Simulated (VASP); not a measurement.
MgB63N63 (a cell with a defect), 127 atoms in the cell. The cell holds a defect, 127 atoms: a = 10.251 Å, b = 10.251 Å, c = 10.251 Å, α = 60.00°, β = 60.00°, γ = 60.00°. 

| Quantity | Value |
| --- | --- |
| Program | VASP 6.6.1 |
| Task | relaxation of the atoms |
| Functional | PBE |
| Potentials or basis | VASP PAW PBE potentials, release 64 (B, N, Mg) |
| Cutoff | 520 eV |
| k mesh | 1 × 1 × 1, shifted |
| Occupations | gaussian, width 0.01 eV |
| Spin | no spin polarisation |
| Dipole correction | no |
| Charge | 2 |
| Further INCAR settings | LREAL = Auto; ALGO = Normal; EDIFF = 1e-07; ISYM = -1; IBRION = 2; EDIFFG = -0.03; NSW = 100; NELECT = 504.0 |

Potentials or basis: VASP PAW PBE potentials, release 64 (B, N, Mg).

Run with:

```sh
$ cat potpaw_PBE.64/B/POTCAR potpaw_PBE.64/N/POTCAR potpaw_PBE.64/Mg/POTCAR > POTCAR
$ mpirun -np 4 vasp_std > vasp.out
```

Hardware: 4 MPI ranks on Intel(R) Xeon(R) Platinum 8375C CPU @ 2.90GHz (Ice Lake) (shared host).

Q: Estimate the wall time of this run.

A: Run time: 97 min on 4 MPI ranks on Intel(R) Xeon(R) Platinum 8375C CPU @ 2.90GHz (Ice Lake), on a shared host, peak memory 0.47 GiB a rank. Counts: scf iterations 323, k points 1, ion steps 26.
